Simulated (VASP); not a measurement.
# HgTe (F-43m) in VASP: a series of runs

HgTe is run at these levels: LDA; tasks: single point.

Program: VASP 6.6.1. These are calculated values, not measurements. Logs are shortened: lines on timing, memory, paths and dates and some standing lists are left out, and cuts for length are marked.

## Step 1: The cell of the first run

It takes space group F-43m (No. 216, cubic). Conventional cell: a = 6.490 Å, b = 6.490 Å, c = 6.490 Å, α = 90.00°, β = 90.00°, γ = 90.00°. Hg (site symmetry -43m) has 4 Te at 2.81 Å within 3.7 Å. Te (site symmetry -43m) has 4 Hg at 2.81 Å within 3.7 Å.

## Step 2: Single point, LDA (volume scaled by 1.02)

INCAR

```
SYSTEM = HgTe
ALGO = Normal
EDIFF = 1E-6
ENCUT = 520
ISIF = 2
ISMEAR = -1
LASPH = .TRUE.
LCHARG = .FALSE.
LREAL = .FALSE.
LWAVE = .FALSE.
NBANDS = 16
NELM = 60
PREC = Accurate
SIGMA = 0.03
```

KPOINTS

```
k-points
0
G
  11 11 11
  0 0 0
```

POSCAR

```
HgTe
1.0
    0.0000000000      3.2448483043      3.2448483043
    3.2448483043      0.0000000000      3.2448483043
    3.2448483043      3.2448483043      0.0000000000
Hg Te
1 1
Direct
    0.0000000000      0.0000000000      0.0000000000
    0.7500000000      0.7500000000      0.7500000000
```

Potentials or basis: VASP PAW LDA potentials, release 64 (Hg, Te).

Run with:

```
cat potpaw_LDA.64/Hg/POTCAR potpaw_LDA.64/Te/POTCAR > POTCAR
mpirun -np 1 vasp_std > vasp.out
```

OUTCAR:

```text
SYSTEM = HgTe
   EDIFF = 1E-6
   ENCUT = 520
   ISIF = 2
   ISMEAR = -1
   LASPH = .TRUE.
   LREAL = .FALSE.
   NELM = 60
   PREC = Accurate

 ion  position               nearest neighbor table
   1  0.000  0.000  0.000-   2 2.81   2 2.81   2 2.81   2 2.81
   2  0.750  0.750  0.750-   1 2.81   1 2.81   1 2.81   1 2.81

  LATTYP: Found a face centered cubic cell.
 ALAT       =     6.4896966086

  Lattice vectors:

 A1 = (   0.0000000000,   3.2448483043,   3.2448483043)
 A2 = (   3.2448483043,   0.0000000000,   3.2448483043)
 A3 = (   3.2448483043,   3.2448483043,   0.0000000000)

Analysis of symmetry for initial positions (statically):
=====================================================================
 Subroutine PRICEL returns:
 Original cell was already a primitive cell.

 Routine SETGRP: Setting up the symmetry group for a
 face centered cubic supercell.

 Subroutine GETGRP returns: Found 24 space group operations
 (whereof 24 operations were pure point group operations)
 out of a pool of 48 trial point group operations.

The static configuration has the point symmetry T_d .

Analysis of symmetry for dynamics (positions and initial velocities):
=====================================================================
 Subroutine PRICEL returns:
 Original cell was already a primitive cell.

 Routine SETGRP: Setting up the symmetry group for a
 face centered cubic supercell.

 Subroutine GETGRP returns: Found 24 space group operations
 (whereof 24 operations were pure point group operations)
 out of a pool of 48 trial point group operations.

The dynamic configuration has the point symmetry T_d .

 Subroutine INISYM returns: Found 24 space group operations
 (whereof 24 operations are pure point group operations),
 and found     1 'primitive' translations

----------------------------------------------------------------------------------------

                                     Primitive cell

  volume of cell :      68.3303

  direct lattice vectors                    reciprocal lattice vectors
     0.000000000  3.244848304  3.244848304    -0.154090408  0.154090408  0.154090408
     3.244848304  0.000000000  3.244848304     0.154090408 -0.154090408  0.154090408
     3.244848304  3.244848304  0.000000000     0.154090408  0.154090408 -0.154090408

  length of vectors
     4.588908480  4.588908480  4.588908480     0.266892416  0.266892416  0.266892416

  position of ions in fractional coordinates (direct lattice)
     0.000000000  0.000000000  0.000000000
     0.750000000  0.750000000  0.750000000

  ion indices of the primitive-cell ions
   primitive index   ion index
                 1           1
                 2           2

----------------------------------------------------------------------------------------

 KPOINTS: k-points

Automatic generation of k-mesh.
 Grid dimensions read from file:
 generate k-points for:   11   11   11

 Generating k-lattice:

  Cartesian coordinates                     Fractional coordinates (reciprocal lattice)
    -0.014008219  0.014008219  0.014008219     0.090909091  0.000000000  0.000000000
     0.014008219 -0.014008219  0.014008219     0.000000000  0.090909091  0.000000000
     0.014008219  0.014008219 -0.014008219     0.000000000  0.000000000  0.090909091

  Length of vectors
     0.024262947  0.024262947  0.024262947

  Shift w.r.t. Gamma in fractional coordinates (k-lattice)
     0.000000000  0.000000000  0.000000000

 Subroutine IBZKPT returns following result:
 ===========================================

 Found     56 irreducible k-points:

 Following reciprocal coordinates:
            Coordinates               Weight
  0.000000  0.000000  0.000000      1.000000
  0.090909  0.000000  0.000000      8.000000
  0.181818  0.000000  0.000000      8.000000
  0.272727  0.000000  0.000000      8.000000
  0.363636  0.000000  0.000000      8.000000
  0.454545  0.000000  0.000000      8.000000
[... 16 lines left out ...]
 -0.272727  0.181818  0.000000     24.000000
 -0.181818  0.181818  0.000000     12.000000
 [... further k-points ...]
   k-points           NKPTS =     56   k-points in BZ     NKDIM =     56   number of bands    NBANDS=     16
   number of dos      NEDOS =    301   number of ions     NIONS =      2
   total plane-waves  NPLWV =  46656
   dimension x,y,z NGX =    36 NGY =   36 NGZ =   36
   dimension x,y,z NGXF=    72 NGYF=   72 NGZF=   72
   ions per type =               1   1
   NGX,Y,Z   is equivalent  to a cutoff of  13.04, 13.04, 13.04 a.u.
   NGXF,Y,Z  is equivalent  to a cutoff of  26.08, 26.08, 26.08 a.u.
 SYSTEM =  HgTe
   PREC   = accura    normal or accurate (medium, high low for compatibility)
   ISTART =      0    job   : 0-new  1-cont  2-samecut
   ICHARG =      2    charge: 1-file 2-atom 10-const
   ISPIN  =      1    spin polarized calculation?
   LNONCOLLINEAR =      F non collinear calculations
   LSORBIT =      F    spin-orbit coupling
   LASPH  =      T    aspherical Exc in radial PAW
   ENCUT  =  520.0 eV  38.22 Ry    6.18 a.u.   8.53  8.53  8.53*2*pi/ulx,y,z
   NELM   =     60;   NELMIN=  2; NELMDL= -5     # of ELM steps
   EDIFF  = 0.1E-05   stopping-criterion for ELM
   LREAL  =      F    real-space projection
   EDIFFG = 0.1E-04   stopping-criterion for IOM
   NSW    =      0    number of steps for IOM
   IBRION =     -1    ionic relax: 0-MD 1-quasi-New 2-CG
   NFREE  =      0    steps in history (QN), initial steepest desc. (CG)
   ISIF   =      2    stress and relaxation
   ISYM   =      2    0-nonsym 1-usesym 2-fastsym
   POTIM  = 0.5000    time-step for ionic-motion
   TEBEG  =    0.0;   TEEND  =   0.0 temperature during run
   PSTRESS=    0.0 pullay stress
   NELECT =      18.0000    total number of electrons
   NUPDOWN=      -1.0000    fix difference up-down
   EMIN   =  10.00;   EMAX   =-10.00  energy-range for DOS
   EFERMI =   0.00;   METHOD = LEGACY
   ISMEAR =    -1;   SIGMA  =   0.03  broadening in eV -4-tet -1-fermi 0-gaus
   EFERMI_NEDOS =   21; number of points for ismear=-14 and -15
   IALGO  =     38    algorithm
   IMIX   =      4    mixing-type and parameters
     AMIX     =   0.40;   BMIX     =  1.00
     AMIX_MAG =   1.60;   BMIX_MAG =  1.00
  volume/ion in A,a.u.               =      34.17       230.56
  Fermi-wavevector in a.u.,A,eV,Ry     =   1.049449  1.983171 14.984679  1.101343
  Thomas-Fermi vector in A             =   2.184412
   LORBIT       =      0    0 simple, 1 ext, 2 COOP (PROOUT), +10 PAW based schemes
   GGA     = CA    functional components
   LHFCALC =     F    Hartree Fock is set to
   AEXX    =    0.0000 exact exchange contribution
   IVDW    =     0    specifies the selected vdW correction
   LEPSILON=     F    determine dielectric tensor
   LRPA    =     F    only Hartree local field effects (RPA)
 non-spin polarized calculation
  energy-cutoff  :      520.00
  volume of cell :       68.33
 maximum number of plane-waves:      1862
 NGX is ok and might be reduce to    36
   NGX = 17   NGY = 17   NGZ = 17

 number of electron      18.0000002 magnetization

 Free energy of the ion-electron system (eV)
  ---------------------------------------------------
  ext. energy  EPLUGINS =         0.00000000
  ---------------------------------------------------
  free energy    TOTEN  =        -5.03517951 eV

  energy without entropy =       -5.03503699  energy(sigma->0) =       -5.03510825

 E-fermi :   2.8080     XC(G=0):  -9.0480

 val. band max:        2.7740254919   @ k =   0.0000   0.0000   0.0000
 cond. band min:       3.1925929399   @ k =   0.0909   0.0000   0.0000
 fundamental gap:      0.4185674480
 Fermi energy:         2.8079984468

 k-point     1 :       0.0000    0.0000    0.0000
  band No.  band energies     occupation
      1      -9.1817      2.00000
      2      -4.5301      2.00000
      3      -4.5301      2.00000
      4      -4.5301      2.00000
      5      -4.0114      2.00000
      6      -4.0114      2.00000
[... 8 lines left out ...]
     15      12.2696      0.00000
     16      12.2696      0.00000

 k-point     2 :       0.0909    0.0000    0.0000
  band No.  band energies     occupation
      1      -9.1410      2.00000
      2      -4.5187      2.00000
      3      -4.5187      2.00000
      4      -4.5165      2.00000
      5      -4.0128      2.00000
      6      -4.0128      2.00000
[... 8 lines left out ...]
     15      11.6236      0.00000
     16      11.6236      0.00000

 k-point     3 :       0.1818    0.0000    0.0000
  band No.  band energies     occupation
      1      -9.0288      2.00000
      2      -4.4891      2.00000
      3      -4.4891      2.00000
      4      -4.4631      2.00000
      5      -4.0145      2.00000
      6      -4.0145      2.00000
[... 8 lines left out ...]
     15      11.2038      0.00000
     16      11.2038      0.00000

 k-point     4 :       0.2727    0.0000    0.0000
  band No.  band energies     occupation
      1      -8.8750      2.00000
      2      -4.4537      2.00000
      3      -4.4537      2.00000
      4      -4.3368      2.00000
      5      -4.0116      2.00000
      6      -4.0116      2.00000
[... 8 lines left out ...]
     15      11.2459      0.00000
     16      11.2459      0.00000

 k-point     5 :       0.3636    0.0000    0.0000
  band No.  band energies     occupation
      1      -8.7262      2.00000
      2      -4.4257      2.00000
      3      -4.4257      2.00000
      4      -4.1019      2.00000
      5      -4.0023      2.00000
      6      -4.0023      2.00000
[... 8 lines left out ...]
     15      11.7736      0.00000
     16      11.7736      0.00000

 k-point     6 :       0.4545    0.0000    0.0000
  band No.  band energies     occupation
      1      -8.6343      2.00000
      2      -4.4116      2.00000
      3      -4.4116      2.00000
      4      -3.9933      2.00000
      5      -3.9933      2.00000
      6      -3.7928      2.00000
[... 8 lines left out ...]
     15      12.5308      0.00000
     16      12.5308      0.00000

 k-point     7 :       0.0909    0.0909    0.0000
  band No.  band energies     occupation
      1      -9.1274      2.00000
      2      -4.5255      2.00000
      3      -4.5082      2.00000
      4      -4.5082      2.00000
      5      -4.0199      2.00000
      6      -4.0067      2.00000
[... 8 lines left out ...]
     15      10.9192      0.00000
     16      12.3108      0.00000

 k-point     8 :       0.1818    0.0909    0.0000
  band No.  band energies     occupation
      1      -9.0388      2.00000
      2      -4.5059      2.00000
      3      -4.4783      2.00000
      4      -4.4708      2.00000
      5      -4.0270      2.00000
      6      -4.0028      2.00000
[... 8 lines left out ...]
     15      10.7456      0.00000
     16      11.9137      0.00000

 k-point     9 :       0.2727    0.0909    0.0000
  band No.  band energies     occupation
      1      -8.8983      2.00000
      2      -4.4680      2.00000
      3      -4.4411      2.00000
      4      -4.3794      2.00000
      5      -4.0269      2.00000
      6      -3.9984      2.00000
[... 8 lines left out ...]
     15      11.1584      0.00000
     16      11.7955      0.00000
[... 172 lines left out ...]
 k-point    19 :       0.3636    0.1818    0.0000
  band No.  band energies     occupation
      1      -8.7205      2.00000
      2      -4.4253      2.00000
      3      -4.3694      2.00000
      4      -4.2648      2.00000
      5      -4.0018      2.00000
      6      -3.9811      2.00000
[... 8 lines left out ...]
     15      12.1820      0.00000
     16      12.5859      0.00000

 k-point    20 :       0.4545    0.1818    0.0000
  band No.  band energies     occupation
      1      -8.6039      2.00000
      2      -4.3983      2.00000
      3      -4.3506      2.00000
      4      -4.1211      2.00000
      5      -3.9815      2.00000
      6      -3.8643      2.00000
[... 8 lines left out ...]
     15      12.3075      0.00000
     16      12.9963      0.00000

 k-point    21 :      -0.4545    0.1818    0.0000
  band No.  band energies     occupation
      1      -8.5514      2.00000
      2      -4.3863      2.00000
      3      -4.3504      2.00000
      4      -4.0494      2.00000
      5      -3.9932      2.00000
      6      -3.6701      2.00000
[... 8 lines left out ...]
     15      12.2742      0.00000
     16      12.4369      0.00000

 k-point    22 :      -0.3636    0.1818    0.0000
  band No.  band energies     occupation
      1      -8.5824      2.00000
      2      -4.3847      2.00000
      3      -4.3676      2.00000
      4      -4.0347      2.00000
      5      -4.0133      2.00000
      6      -3.8042      2.00000
[... 8 lines left out ...]
     15      11.4683      0.00000
     16      12.4453      0.00000

 k-point    23 :      -0.2727    0.1818    0.0000
  band No.  band energies     occupation
      1      -8.6852      2.00000
      2      -4.4004      2.00000
      3      -4.3948      2.00000
      4      -4.1540      2.00000
      5      -4.0298      2.00000
      6      -3.9570      2.00000
[... 8 lines left out ...]
     15      11.8329      0.00000
     16      12.9653      0.00000

 k-point    24 :      -0.1818    0.1818    0.0000
  band No.  band energies     occupation
      1      -8.8228      2.00000
      2      -4.4409      2.00000
      3      -4.4212      2.00000
      4      -4.3237      2.00000
      5      -4.0338      2.00000
      6      -3.9859      2.00000
[... 8 lines left out ...]
     15      11.7634      0.00000
     16      12.0152      0.00000

 [... further k-points ...]
[... 5 lines left out ...]
  --------------------------------------------------------------------------------------
  -------------------------------------------------------------------------------------
  Total       -0.3818441     -0.3818441     -0.3818441      0.0000000     -0.0000000      0.0000000
  in kB       -8.9533078     -8.9533078     -8.9533078      0.0000000     -0.0000000      0.0000000
  external PRESSURE =      -8.9533078 kB  Pullay stress =       0.0000000 kB

 VOLUME and BASIS-vectors are now :
 -----------------------------------------------------------------------------
  energy-cutoff  :      520.00
  volume of cell :       68.33
      direct lattice vectors                 reciprocal lattice vectors
     0.000000000  3.244848304  3.244848304    -0.154090408  0.154090408  0.154090408
     3.244848304  0.000000000  3.244848304     0.154090408 -0.154090408  0.154090408
     3.244848304  3.244848304  0.000000000     0.154090408  0.154090408 -0.154090408

 POSITION                                       TOTAL-FORCE (eV/Angst)
 -----------------------------------------------------------------------------------
      0.00000      0.00000      0.00000         0.000000      0.000000     -0.000000
      4.86727      4.86727      4.86727        -0.000000     -0.000000      0.000000
 -----------------------------------------------------------------------------------
    total drift:                                0.000000      0.000000      0.000000

  FREE ENERGIE OF THE ION-ELECTRON SYSTEM (eV)
  ---------------------------------------------------
  free  energy   TOTEN  =        -5.0351795109 eV

  energy  without entropy=       -5.0350369871  energy(sigma->0) =       -5.03510825
```

It took 69 s on 1 thread of Intel Xeon Platinum 8375C at 2.90GHz (Ice Lake), shared host; peak memory 0.2 GiB.

Results:

```
Free energy            : -5.0352 eV
Pressure               : -0.9 GPa
Band gap on the k mesh : zero (filled and empty bands touch)
```

Caveat: spin-orbit coupling is left out, which moves the levels of the heavy elements.

## Step 3: Single point, LDA (volume scaled by 1.04)

INCAR

```
  PREC = Accurate
  ENCUT = 520
  EDIFF = 1E-6
  ISMEAR = -1
  SIGMA = 0.03
  LREAL = F
  LASPH = T
  NELM = 60
  ALGO = Normal
  ISIF = 2
  LWAVE = F
  LCHARG = T
  GGA = CA
  LELF = T
  LVHAR = T
  NBANDS = 16
```

KPOINTS

```
Automatic mesh
0
Gamma
  11 11 11
```

POSCAR

```
HgTe
1.0
    0.0000000000      3.2659193382      3.2659193382
    3.2659193382      0.0000000000      3.2659193382
    3.2659193382      3.2659193382      0.0000000000
Hg Te
1 1
Direct
    0.0000000000      0.0000000000      0.0000000000
    0.7500000000      0.7500000000      0.7500000000
```

Potentials or basis: VASP PAW LDA potentials, release 64 (Hg, Te).

Run with:

```
cat potpaw_LDA.64/Hg/POTCAR potpaw_LDA.64/Te/POTCAR > POTCAR
mpirun -np 1 vasp_std > vasp.out
```

Wall time 67 s (1 thread of Intel Xeon Platinum 8375C at 2.90GHz (Ice Lake), shared host); peak memory 0.21 GiB.

It converged, with:

* Free energy: -5.0247 eV
* Pressure: -1.7 GPa
* Band gap on the k mesh: zero (filled and empty bands touch)

Levels at points of the mesh, in eV from the Fermi level:
| k point | band 7 | band 8 | band 9 | band 10 | band 11 | band 12 |
| --- | --- | --- | --- | --- | --- | --- |
| (0.00, 0.00, 0.00) | -0.98 | -0.04 | -0.04 | -0.04 | 4.18 | 4.18 |

Caveat: spin-orbit coupling is left out, which moves the levels of the heavy elements.

[end of part 1 of 2]
